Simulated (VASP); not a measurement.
A run of VASP 6.6.1 is set up as follows.

The input POSCAR:

```
LiH
1.0
    2.5507232997      0.0000000000      0.0000000000
    0.0000000000      2.5507232997      0.0000000000
    0.0000000000      0.0000000000      2.5507232997
Li H
1 1
Direct
    0.0000000000      0.0000000000      0.0000000000
    0.5000000000      0.5000000000      0.5000000000
```

INCAR.step1

```
SYSTEM = LiH
  ALGO = Normal
  EDIFF = 1E-4
  ENCUT = 520
  GGA = PE
  ISMEAR = 0
  LASPH = .True.
  LCHARG = .False.
  LREAL = .False.
  LWAVE = .True.
  NBANDS = 9
  NELM = 100
  PREC = Accurate
  SIGMA = 0.01
```

Contents of INCAR.step2:

```
SYSTEM = LiH
  ALGO = Normal
  EDIFF = 1E-6
  ENCUT = 520
  ISIF = 2
  ISMEAR = 0
  ISTART = 1
  LASPH = .True.
  LCHARG = .True.
  LELF = .True.
  LMIXTAU = .True.
  LREAL = .False.
  LVHAR = .True.
  LWAVE = .False.
  METAGGA = R2SCAN
  NBANDS = 9
  NELM = 100
  PREC = Accurate
  SIGMA = 0.01
```

Contents of KPOINTS:

```
k-points
0
Gamma
  8 8 8
  0 0 0
```

Potentials or basis: VASP PAW PBE potentials, release 64 (Li_sv, H).

The run is started by

```sh
$ cat potpaw_PBE.64/Li_sv/POTCAR potpaw_PBE.64/H/POTCAR > POTCAR
$ cp INCAR.step1 INCAR
$ mpirun -np 1 vasp_std > vasp.out
$ cp INCAR.step2 INCAR
$ mpirun -np 1 vasp_std > vasp.out
```

(1) Estimate the band gap on the k mesh.

Answers

(1) 1.31 eV, indirect (least direct gap 4.84 eV).
